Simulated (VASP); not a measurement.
Runs of VASP 6.6.1 on LaFeGe. The structure is hexagonal, space group P-6m2 (No. 187). Conventional cell: a = 4.232 Å, b = 4.232 Å, c = 4.286 Å, α = 90.00°, β = 90.00°, γ = 120.00°. La (site symmetry -6m2) has 6 Ge at 3.25 Å and 6 Fe at 3.25 Å and 8 La at 4.23 to 4.29 Å within 4.3 Å. Within 3.3 Å of Ge (site symmetry -6m2) lie 3 Fe at 2.44 Å and 6 La at 3.25 Å. Fe (site symmetry -6m2) has 3 Ge at 2.44 Å and 6 La at 3.25 Å within 3.3 Å. 

| fixed moment (μB) | pressure (GPa) | moment (μB) |
| --- | --- | --- |
| 3.0 | (b) | 3.00 |
| 1.5 | (a) | 1.50 |
| 0.8 | -3.1 | 0.80 |
| 3.8 | 2.0 | 3.80 |
| 4.5 | 3.1 | 4.50 |

Alike in all rows: task single point; level PBE; potentials or basis VASP PAW PBE potentials, release 64 (La, Ge_d, Fe_sv); spin collinear, ferromagnetic start; cell as given; k mesh 6 × 6 × 5; cutoff (eV) 600; smearing fermi-dirac 0.05 eV.

Fill in the values left out.

(a) -1.7; (b) 0.7.

Caveats: the total moment is fixed, so each spin has its own Fermi level; the cell stands under tension (at least some runs); the cell stands under pressure (at least some runs).
